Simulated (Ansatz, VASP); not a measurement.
**AlRu in VASP and in Ansatz**

Contents of INCAR:

```
PREC = Accurate
ENCUT = 520
EDIFF = 1E-6
ISMEAR = 0
SIGMA = 0.15
LREAL = False
LASPH = True
NELM = 100
ALGO = Fast
ISIF = 2
LWAVE = False
LCHARG = False
GGA = PS
NBANDS = 16
```

File KPOINTS:

```
Automatic mesh
0
Gamma
  16 16 16
```

POSCAR

```
AlRu
1.0
    2.8121040000      0.0000000000      0.0000000000
    0.0000000000      2.9916000000      0.0000000000
    0.0000000000      0.0000000000      2.9916000000
Al Ru
1 1
Direct
    0.0000000000      0.0000000000      0.0000000000
    0.5000000000      0.5000000000      0.5000000000
```

Input for Ansatz:

```yaml
crystal:
  lattice:
    - [2.812104, 0.0, 0.0]
    - [0.0, 2.9916, 0.0]
    - [0.0, 0.0, 2.9916]
  atoms:
    - { symbol: Al, position: [0.0, 0.0, 0.0] }
    - { symbol: Ru, position: [0.5, 0.5, 0.5] }
basis:
  ecutwfc: 420
kpoints:
  mp_grid: { grid: [16, 16, 16] }
hamiltonian:
  xc: pbesol
scf:
  occupations: { method: gaussian, width: 0.15 }
output:
  forces: true
  stress: true
  eigenvalues: true
```

Change from the starting cell: strain -0.0600 x Voigt [1, 0, 0, 0, 0, 0], atoms carried along.

Alike in both runs: task single point; functional PBEsol; k mesh 16 × 16 × 16; occupations gaussian, width 0.15 eV; no spin polarisation.

```csv
,VASP,Ansatz
version,VASP 6.6.1,Ansatz 0.2.0
potentials or method,"VASP PAW PBE potentials, release 64 (Al, Ru_pv), cutoff 520 eV","scalar-relativistic, plane waves, PAW"
valence electrons in the cell,17,19
```

VASP gave:

| Property | Result |
| --- | --- |
| gap on the k mesh at the Fermi level (eV) | none |
| pressure (GPa) | 12.0 |
| traceless stress, the component that is largest in VASP (GPa) | 9.05 |

Problem. Which values does Ansatz return?

Solution. gap on the k mesh at the Fermi level (eV): none; pressure (GPa): 11.8; traceless stress, the component that is largest in VASP (GPa): 9.01.

VASP's potentials were made for PBE, not for PBEsol. A gap of «none» marks a metal or a gap that the smearing closes. VASP's potentials hold 17 valence electrons a cell and Ansatz's 19, so a difference there can come from the potentials and not from the codes.
